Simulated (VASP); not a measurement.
# Eu (Fm-3m) in VASP: notebook

The runs below take Eu through single point, with PBE.

Everything below comes from runs of VASP 6.6.1. Logs are shortened: lines on timing, memory, paths and dates and some standing lists are left out, and cuts for length are marked.

### Step 1. The cell of the first run

Symmetry: Fm-3m, No. 225, cubic system. The conventional cell has a = 5.579 Å, b = 5.579 Å, c = 5.579 Å, α = 90.00°, β = 90.00°, γ = 90.00°. Eu (site symmetry m-3m) has 12 Eu at 3.94 Å within 5.2 Å.

This isn't the form of Eu at room conditions, which is bcc.

### Step 2. Single point, PBE, collinear spin, ferromagnetic start

Contents of INCAR:

```
PREC     = Accurate       # precision mode
ENCUT    = 520            # plane-wave cutoff, eV
EDIFF    = 1E-7           # SCF threshold, eV
ISMEAR   = -1             # smearing method
SIGMA    = 0.05           # smearing width, eV
LREAL    = F              # projectors in reciprocal space
LASPH    = T              # aspherical terms in the spheres
NELM     = 150            # most SCF steps
ALGO     = Normal         # electronic algorithm
ISIF     = 2              # what is computed and relaxed
LWAVE    = F              # write WAVECAR
LCHARG   = F              # write CHGCAR
ISPIN    = 2              # spin polarisation
MAGMOM   = 8.8            # initial moments
LORBIT   = 11             # projections on sites
NUPDOWN  = 8.8            # fixed moment
LMAXMIX  = 6              # l up to which the mixer works
GGA      = PE             # functional
NBANDS   = 18             # bands
```

Contents of KPOINTS:

```
Automatic mesh
0
Gamma
  7 7 7
```

Contents of POSCAR:

```
Eu
1.0
    0.0000000000      2.7893026914      2.7893026914
    2.7893026914      0.0000000000      2.7893026914
    2.7893026914      2.7893026914      0.0000000000
Eu
1
Direct
    0.0000000000      0.0000000000      0.0000000000
```

Potentials or basis: VASP PAW PBE potentials, release 64 (Eu).

Command:

```sh
$ cat potpaw_PBE.64/Eu/POTCAR > POTCAR
$ mpirun -np 1 vasp_std > vasp.out
```

OUTCAR:

```text
PREC = Accurate
   ENCUT = 520
   EDIFF = 1E-7
   ISMEAR = -1
   LREAL = F
   LASPH = T
   NELM = 150
   ISIF = 2
   ISPIN = 2
   LORBIT = 11
   NUPDOWN = 8.8
   GGA = PE

 ion  position               nearest neighbor table
   1  0.000  0.000  0.000-

  LATTYP: Found a face centered cubic cell.
 ALAT       =     5.5786053828

  Lattice vectors:

 A1 = (   0.0000000000,   2.7893026914,   2.7893026914)
 A2 = (   2.7893026914,   0.0000000000,   2.7893026914)
 A3 = (   2.7893026914,   2.7893026914,   0.0000000000)

Analysis of symmetry for initial positions (statically):
=====================================================================
 Subroutine PRICEL returns:
 Original cell was already a primitive cell.

 Routine SETGRP: Setting up the symmetry group for a
 face centered cubic supercell.

 Subroutine GETGRP returns: Found 48 space group operations
 (whereof 48 operations were pure point group operations)
 out of a pool of 48 trial point group operations.

The static configuration has the point symmetry O_h .

Analysis of symmetry for dynamics (positions and initial velocities):
=====================================================================
 Subroutine PRICEL returns:
 Original cell was already a primitive cell.

 Routine SETGRP: Setting up the symmetry group for a
 face centered cubic supercell.

 Subroutine GETGRP returns: Found 48 space group operations
 (whereof 48 operations were pure point group operations)
 out of a pool of 48 trial point group operations.

The dynamic configuration has the point symmetry O_h .

Analysis of structural, dynamic, and magnetic symmetry:
=====================================================================
 Subroutine PRICEL returns:
 Original cell was already a primitive cell.

 Routine SETGRP: Setting up the symmetry group for a
 face centered cubic supercell.

 Subroutine GETGRP returns: Found 48 space group operations
 (whereof 48 operations were pure point group operations)
 out of a pool of 48 trial point group operations.

The overall configuration has the point symmetry O_h .

 Subroutine INISYM returns: Found 48 space group operations
 (whereof 48 operations are pure point group operations),
 and found     1 'primitive' translations

----------------------------------------------------------------------------------------

                                     Primitive cell

  volume of cell :      43.4027

  direct lattice vectors                    reciprocal lattice vectors
     0.000000000  2.789302691  2.789302691    -0.179256271  0.179256271  0.179256271
     2.789302691  0.000000000  2.789302691     0.179256271 -0.179256271  0.179256271
     2.789302691  2.789302691  0.000000000     0.179256271  0.179256271 -0.179256271

  length of vectors
     3.944669696  3.944669696  3.944669696     0.310480969  0.310480969  0.310480969

  position of ions in fractional coordinates (direct lattice)
     0.000000000  0.000000000  0.000000000

  ion indices of the primitive-cell ions
   primitive index   ion index
                 1           1

----------------------------------------------------------------------------------------

 KPOINTS: Automatic mesh

Automatic generation of k-mesh.
 Grid dimensions read from file:
 generate k-points for:    7    7    7

 Generating k-lattice:

  Cartesian coordinates                     Fractional coordinates (reciprocal lattice)
    -0.025608039  0.025608039  0.025608039     0.142857143  0.000000000  0.000000000
     0.025608039 -0.025608039  0.025608039     0.000000000  0.142857143  0.000000000
     0.025608039  0.025608039 -0.025608039     0.000000000  0.000000000  0.142857143

  Length of vectors
     0.044354424  0.044354424  0.044354424

  Shift w.r.t. Gamma in fractional coordinates (k-lattice)
     0.000000000  0.000000000  0.000000000

 Subroutine IBZKPT returns following result:
 ===========================================

 Found     20 irreducible k-points:

 Following reciprocal coordinates:
            Coordinates               Weight
  0.000000  0.000000  0.000000      1.000000
  0.142857  0.000000  0.000000      8.000000
  0.285714  0.000000  0.000000      8.000000
  0.428571  0.000000  0.000000      8.000000
  0.142857  0.142857  0.000000      6.000000
  0.285714  0.142857  0.000000     24.000000
[... 12 lines left out ...]
 -0.428571  0.428571  0.142857     24.000000
 -0.285714  0.428571  0.142857     24.000000
   k-points           NKPTS =     20   k-points in BZ     NKDIM =     20   number of bands    NBANDS=     18
   number of dos      NEDOS =    301   number of ions     NIONS =      1
   total plane-waves  NPLWV =  27000
   dimension x,y,z NGX =    30 NGY =   30 NGZ =   30
   dimension x,y,z NGXF=    60 NGYF=   60 NGZF=   60
   ions per type =               1
   NGX,Y,Z   is equivalent  to a cutoff of  12.64, 12.64, 12.64 a.u.
   NGXF,Y,Z  is equivalent  to a cutoff of  25.29, 25.29, 25.29 a.u.
 SYSTEM =  unknown system
   PREC   = accura    normal or accurate (medium, high low for compatibility)
   ISTART =      0    job   : 0-new  1-cont  2-samecut
   ICHARG =      2    charge: 1-file 2-atom 10-const
   ISPIN  =      2    spin polarized calculation?
   LNONCOLLINEAR =      F non collinear calculations
   LSORBIT =      F    spin-orbit coupling
   LASPH  =      T    aspherical Exc in radial PAW
   ENCUT  =  520.0 eV  38.22 Ry    6.18 a.u.   7.33  7.33  7.33*2*pi/ulx,y,z
   NELM   =    150;   NELMIN=  2; NELMDL= -5     # of ELM steps
   EDIFF  = 0.1E-06   stopping-criterion for ELM
   LREAL  =      F    real-space projection
   EDIFFG = 0.1E-05   stopping-criterion for IOM
   NSW    =      0    number of steps for IOM
   IBRION =     -1    ionic relax: 0-MD 1-quasi-New 2-CG
   NFREE  =      0    steps in history (QN), initial steepest desc. (CG)
   ISIF   =      2    stress and relaxation
   ISYM   =      2    0-nonsym 1-usesym 2-fastsym
   POTIM  = 0.5000    time-step for ionic-motion
   TEBEG  =    0.0;   TEEND  =   0.0 temperature during run
   PSTRESS=    0.0 pullay stress
   NELECT =      17.0000    total number of electrons
   NUPDOWN=       8.8000    fix difference up-down
   EMIN   =  10.00;   EMAX   =-10.00  energy-range for DOS
   EFERMI =   0.00;   METHOD = LEGACY
   ISMEAR =    -1;   SIGMA  =   0.05  broadening in eV -4-tet -1-fermi 0-gaus
   EFERMI_NEDOS =   21; number of points for ismear=-14 and -15
   IALGO  =     38    algorithm
   IMIX   =      4    mixing-type and parameters
     AMIX     =   0.40;   BMIX     =  1.00
     AMIX_MAG =   1.60;   BMIX_MAG =  1.00
  volume/ion in A,a.u.               =      43.40       292.90
  Fermi-wavevector in a.u.,A,eV,Ry     =   1.197803  2.263520 19.520723  1.434733
  Thomas-Fermi vector in A             =   2.333709
   LORBIT       =     11    0 simple, 1 ext, 2 COOP (PROOUT), +10 PAW based schemes
   GGA     = PE    functional components
   LHFCALC =     F    Hartree Fock is set to
   AEXX    =    0.0000 exact exchange contribution
   IVDW    =     0    specifies the selected vdW correction
   LEPSILON=     F    determine dielectric tensor
   LRPA    =     F    only Hartree local field effects (RPA)
 spin polarized calculation
  energy-cutoff  :      520.00
  volume of cell :       43.40
 maximum number of plane-waves:      1211
 NGX is ok and might be reduce to    30
   NGX = 15   NGY = 15   NGZ = 15

 number of electron      17.0000004 magnetization       8.8000005

 Free energy of the ion-electron system (eV)
  ---------------------------------------------------
  ext. energy  EPLUGINS =         0.00000000
  ---------------------------------------------------
  free energy    TOTEN  =       -11.07429164 eV

  energy without entropy =      -11.06264261  energy(sigma->0) =      -11.06846713

 E-fermi :   0.5779     XC(G=0):  -8.5705

 val. band max:        2.3224587077   @ k =  -0.2857   0.4286   0.1429
 cond. band min:       0.6295926717   @ k =   0.2857   0.1429   0.0000
 fundamental gap:     -1.6928660360
 Fermi energy:         2.3473096959

 spin component 1

 k-point     1 :       0.0000    0.0000    0.0000
  band No.  band energies     occupation
      1     -39.5223      1.00000
      2     -18.1580      1.00000
      3     -18.1580      1.00000
      4     -18.1580      1.00000
      5      -2.8466      1.00000
      6       1.5642      1.00000
[... 10 lines left out ...]
     17       5.4725      0.00000
     18       9.6476      0.00000

 k-point     2 :       0.1429    0.0000    0.0000
  band No.  band energies     occupation
      1     -39.5168      1.00000
      2     -18.2412      1.00000
      3     -18.1687      1.00000
      4     -18.1687      1.00000
      5      -2.4221      1.00000
      6       1.5483      1.00000
[... 10 lines left out ...]
     17       5.2941      0.00000
     18      10.3490      0.00000
[... 358 lines left out ...]
 k-point    20 :      -0.2857    0.4286    0.1429
  band No.  band energies     occupation
      1     -39.4841      1.00000
      2     -18.4514      1.00000
      3     -18.4258      1.00000
      4     -18.2940      1.00000
      5       1.0075      1.00000
      6       1.3737      1.00000
[... 10 lines left out ...]
     17       7.1384      0.00000
     18       8.7579      0.00000
 Fermi energy:         0.5779251393

 spin component 2

 k-point     1 :       0.0000    0.0000    0.0000
  band No.  band energies     occupation
      1     -36.1878      1.00000
      2     -15.5569      1.00000
      3     -15.5569      1.00000
      4     -15.5569      1.00000
      5      -0.8414      1.00000
      6       5.1908      0.00000
[... 10 lines left out ...]
     17       7.0259      0.00000
     18      12.5388      0.00000

 k-point     2 :       0.1429    0.0000    0.0000
  band No.  band energies     occupation
      1     -36.1810      1.00000
      2     -15.6544      1.00000
      3     -15.5694      1.00000
      4     -15.5694      1.00000
      5      -0.4014      1.00000
      6       4.6853      0.00000
[... 10 lines left out ...]
     17       7.1132      0.00000
     18      12.9442      0.00000
[... 358 lines left out ...]
 k-point    20 :      -0.2857    0.4286    0.1429
  band No.  band energies     occupation
      1     -36.1408      1.00000
      2     -15.8985      1.00000
      3     -15.8694      1.00000
      4     -15.7162      1.00000
      5       2.9330      0.00000
      6       3.4524      0.00000
[... 10 lines left out ...]
     17       9.0695      0.00000
     18      10.7240      0.00000

------------------------ aborting loop because EDIFF is reached ----------------------------------------

  FORCE on cell =-STRESS in cart. coord.  units (eV):
  Direction    XX          YY          ZZ          XY          YZ          ZX
  --------------------------------------------------------------------------------------
  -------------------------------------------------------------------------------------
  Total       -0.2572884     -0.2572884     -0.2572884      0.0000000      0.0000000      0.0000000
  in kB       -9.4976001     -9.4976001     -9.4976001      0.0000000      0.0000000      0.0000000
  external PRESSURE =      -9.4976001 kB  Pullay stress =       0.0000000 kB

 VOLUME and BASIS-vectors are now :
 -----------------------------------------------------------------------------
  energy-cutoff  :      520.00
  volume of cell :       43.40
      direct lattice vectors                 reciprocal lattice vectors
     0.000000000  2.789302691  2.789302691    -0.179256271  0.179256271  0.179256271
     2.789302691  0.000000000  2.789302691     0.179256271 -0.179256271  0.179256271
     2.789302691  2.789302691  0.000000000     0.179256271  0.179256271 -0.179256271

 POSITION                                       TOTAL-FORCE (eV/Angst)
 -----------------------------------------------------------------------------------
      0.00000      0.00000      0.00000         0.000000     -0.000000      0.000000
 -----------------------------------------------------------------------------------
    total drift:                               -0.000000     -0.000000      0.000000

  FREE ENERGIE OF THE ION-ELECTRON SYSTEM (eV)
  ---------------------------------------------------
  free  energy   TOTEN  =       -11.0742916425 eV

  energy  without entropy=      -11.0626426114  energy(sigma->0) =      -11.06846713

 total charge

# of ion       s       p       d       f       tot
--------------------------------------------------
    1        2.048   5.718   0.377   6.660  14.803

 magnetization (x)

# of ion       s       p       d       f       tot
--------------------------------------------------
    1        0.030  -0.043   0.375   6.660   7.022
```

Wall time 99 s (1 thread of Intel Xeon Platinum 8175M at 2.50GHz (Skylake/Cascade Lake), shared host); peak memory 0.21 GiB.

Results:

- Free energy: -11.0743 eV
- Pressure: -0.9 GPa
- Net moment: 8.80 μB per cell
- Site moments: Eu +7.02 μB
- Valence electrons inside the program's atomic spheres: Eu 14.80

Caveat: spin-orbit coupling is left out, which moves the levels of the heavy elements; the total moment is fixed, so each spin has its own Fermi level; semilocal functionals describe open f shells poorly, which spoils levels, moments and volumes.

### Step 3. Single point, PBE, collinear spin, ferromagnetic start

Contents of INCAR:

```
SYSTEM = Eu
ALGO     = Normal         ! electronic algorithm
EDIFF    = 1E-6           ! SCF threshold, eV
ENCUT    = 520            ! plane-wave cutoff, eV
GGA      = PE             ! functional
ISIF     = 2              ! what is computed and relaxed
ISMEAR   = -1             ! smearing method
ISPIN    = 2              ! spin polarisation
LASPH    = .TRUE.         ! aspherical terms in the spheres
LCHARG   = .FALSE.        ! write CHGCAR
LMAXMIX  = 6              ! l up to which the mixer works
LORBIT   = 11             ! projections on sites
LREAL    = .FALSE.        ! projectors in reciprocal space
LWAVE    = .FALSE.        ! write WAVECAR
MAGMOM   = 10.5           ! initial moments
NBANDS   = 18             ! bands
NELM     = 150            ! most SCF steps
NUPDOWN  = 10.5           ! fixed moment
PREC     = Accurate       ! precision mode
SIGMA    = 0.05           ! smearing width, eV
```

Contents of KPOINTS:

```
k-points
0
G
  7 7 7
  0 0 0
```

POSCAR is that of step 2.

Potentials or basis: VASP PAW PBE potentials, release 64 (Eu).

Command:

```sh
$ cat potpaw_PBE.64/Eu/POTCAR > POTCAR
$ mpirun -np 1 vasp_std > vasp.out
```

Wall time 75 s (1 thread of Intel Xeon Platinum 8175M at 2.50GHz (Skylake/Cascade Lake), shared host); peak memory 0.21 GiB.

Results (log left out):

| Property | Result |
| --- | --- |
| Free energy | 2.8028 eV |
| Pressure | -4.1 GPa |
| Net moment | 10.50 μB per cell |
| Site moments | Eu +8.29 μB |
| Valence electrons inside the program's atomic spheres | Eu 14.57 |

Caveat: the cell stands under tension; spin-orbit coupling is left out, which moves the levels of the heavy elements; the total moment is fixed, so each spin has its own Fermi level; semilocal functionals describe open f shells poorly, which spoils levels, moments and volumes.

### Step 4. Single point, PBE, collinear spin, ferromagnetic start

Contents of INCAR:

```
SYSTEM = Eu
PREC     = Accurate       ! precision mode
ENCUT    = 520            ! plane-wave cutoff, eV
EDIFF    = 1E-6           ! SCF threshold, eV
ISMEAR   = -1             ! smearing method
SIGMA    = 0.05           ! smearing width, eV
LREAL    = .False.        ! projectors in reciprocal space
LASPH    = .True.         ! aspherical terms in the spheres
NELM     = 150            ! most SCF steps
ALGO     = Normal         ! electronic algorithm
ISIF     = 2              ! what is computed and relaxed
LWAVE    = .False.        ! write WAVECAR
LCHARG   = .False.        ! write CHGCAR
ISPIN    = 2              ! spin polarisation
MAGMOM   = 14             ! initial moments
LORBIT   = 11             ! projections on sites
NUPDOWN  = 14.0           ! fixed moment
LMAXMIX  = 6              ! l up to which the mixer works
GGA      = PE             ! functional
NBANDS   = 18             ! bands
```

Contents of KPOINTS:

```
Automatic mesh
0
Gamma
  7 7 7
  0 0 0
```

POSCAR is that of step 3.

Command:

```sh
$ cat potpaw_PBE.64/Eu/POTCAR > POTCAR
$ mpirun -np 1 vasp_std > vasp.out
```

It took 56 s on 1 thread of Intel Xeon Platinum 8175M at 2.50GHz (Skylake/Cascade Lake), shared host; peak memory 0.21 GiB.

Results (log left out):

```
Free energy                                           : 36.4899 eV
Pressure                                              : -3.9 GPa
Net moment                                            : 14.00 μB per cell
Site moments                                          : Eu +11.38 μB
Valence electrons inside the program's atomic spheres : Eu 14.27
```

Caveat: the cell stands under tension; spin-orbit coupling is left out, which moves the levels of the heavy elements; the total moment is fixed, so each spin has its own Fermi level; semilocal functionals describe open f shells poorly, which spoils levels, moments and volumes. The state reached can hang on the start; a lower one may exist.

### Step 5. Summary

```tsv
fixed moment (μB)	pressure (GPa)	moment (μB)
8.8	-0.9	8.80
10.5	-4.1	10.50
14.0	-3.9	14.00
```

Alike in all rows: task single point; level PBE; potentials or basis VASP PAW PBE potentials, release 64 (Eu); spin collinear, ferromagnetic start; cell as given; k mesh 7 × 7 × 7; cutoff (eV) 520; smearing fermi-dirac 0.05 eV.

Caveats: spin-orbit coupling is left out, which moves the levels of the heavy elements; the total moment is fixed, so each spin has its own Fermi level; semilocal functionals describe open f shells poorly, which spoils levels, moments and volumes; the cell stands under tension (at least some runs).

Total energies depend on the potentials used, so only differences within one code and one set of settings carry meaning.
